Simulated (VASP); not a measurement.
A run of VASP 6.6.1 is set up as follows.

File INCAR:

```
PREC     = Accurate       # precision mode
ENCUT    = 520            # plane-wave cutoff, eV
EDIFF    = 1E-8           # SCF threshold, eV
ISMEAR   = -1             # smearing method
SIGMA    = 0.08           # smearing width, eV
LREAL    = False          # projectors in reciprocal space
LASPH    = True           # aspherical terms in the spheres
NELM     = 60             # most SCF steps
ALGO     = Normal         # electronic algorithm
ISIF     = 2              # what is computed and relaxed
LWAVE    = False          # write WAVECAR
LCHARG   = False          # write CHGCAR
LEFG     = True         
NBANDS   = 11             # bands
```

Contents of KPOINTS:

```
Automatic mesh
0
Gamma
  12 12 12
```

POSCAR

```
BP
1.0
    0.0000000000      2.2537713532      2.2537713532
    2.2537713532      0.0000000000      2.2537713532
    2.2537713532      2.2537713532      0.0000000000
B P
1 1
Direct
    0.0000000000      0.0000000000      0.0000000000
    0.7500000000      0.7500000000      0.7500000000
```

Potentials or basis: VASP PAW LDA potentials, release 64 (B, P).

Run with:

```console
$ cat potpaw_LDA.64/B/POTCAR potpaw_LDA.64/P/POTCAR > POTCAR
$ mpirun -np 1 vasp_std > vasp.out
```

**Question.** What does it give for the band gap on the k mesh?

**Answer.** 1.16 eV, indirect (least direct gap 3.41 eV).

**Question.** Predict the pressure.

**Answer.** -2.1 GPa.

Caveat: without QUAD_EFG the Cq values of the log hold for a quadrupole moment of 1 mb, not for the nuclei. A k mesh can miss the band edges.
